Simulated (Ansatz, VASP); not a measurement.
Ca: VASP beside Ansatz

```
Ca
1.0
     0.00000    2.87803    2.79420
     2.87803    0.00000    2.79420
     2.87803    2.87803    0.00000
Ca
1
Direct
  0.00000 0.00000 0.00000
```

Change from the starting cell: strain +0.030 along x and y, +0.000 along z, atoms carried along.

Alike in both runs: task single point; functional PBEsol; k mesh 14 × 14 × 14; occupations gaussian, width 0.15 eV; no spin polarisation.

```csv
,VASP,Ansatz
version,VASP 6.6.1,Ansatz 0.2.0
potentials or method,"VASP PAW PBE potentials, release 64 (Ca_sv), cutoff 520 eV","scalar-relativistic, plane waves, PAW"
valence electrons in the cell,10,10
```

|  | VASP | Ansatz | Ansatz less VASP |
| --- | --- | --- | --- |
| gap on the k mesh at the Fermi level (eV) | none | none | - |
| pressure (GPa) | -1.9 | -1.9 | -0.01 |
| traceless stress, the component that is largest in VASP (GPa) | 0.12 | 0.12 | 0.000 |

VASP's potentials were made for PBE, not for PBEsol. A gap of «none» marks a metal or a gap that the smearing closes. With one functional, cell and mesh, what is left measures potentials, basis and numerics.
